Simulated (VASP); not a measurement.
Wanted: the native input for a VASP 6.6.1 run.

```yaml
Task: single point
Functional: PBE
Potentials_or_basis: VASP PAW PBE potentials, release 64 (Zr_sv, As)
Cutoff: 520 eV
k_mesh: 12 × 12 × 12
Occupations: gaussian, width 0.1 eV
Spin: no spin polarisation
Dipole_correction: no
Further_INCAR_settings: ALGO = Normal; EDIFF = 1e-06; NBANDS = 22
```

The structure of ZrAs3 lies in POSCAR:

```
ZrAs3
1.0
    4.2567667555      0.0000000000      0.0000000000
    0.0000000000      4.2567667555      0.0000000000
    0.0000000000      0.0000000000      4.2567667555
Zr As
1 3
Direct
    0.0000000000      0.0000000000      0.0000000000
    0.0000000000      0.5000000000      0.5000000000
    0.5000000000      0.0000000000      0.5000000000
    0.5000000000      0.5000000000      0.0000000000
```

One way to write it, as run:

INCAR

```
PREC = Accurate
ENCUT = 520
EDIFF = 1E-6
ISMEAR = 0
SIGMA = 0.1
LREAL = False
LASPH = True
NELM = 100
ALGO = Normal
ISIF = 2
LWAVE = False
LCHARG = False
GGA = PE
NBANDS = 22
```

KPOINTS

```
Automatic mesh
0
Gamma
  12 12 12
```

Potentials or basis: VASP PAW PBE potentials, release 64 (Zr_sv, As).

Launch:

```sh
$ cat potpaw_PBE.64/Zr_sv/POTCAR potpaw_PBE.64/As/POTCAR > POTCAR
$ mpirun -np 1 vasp_std > vasp.out
```

Results of the run:

The pressure is 0.2 GPa.

Run time: 44 s on 1 thread of Intel(R) Xeon(R) 6975P-C (Granite Rapids), on a shared host, peak memory 0.26 GiB.
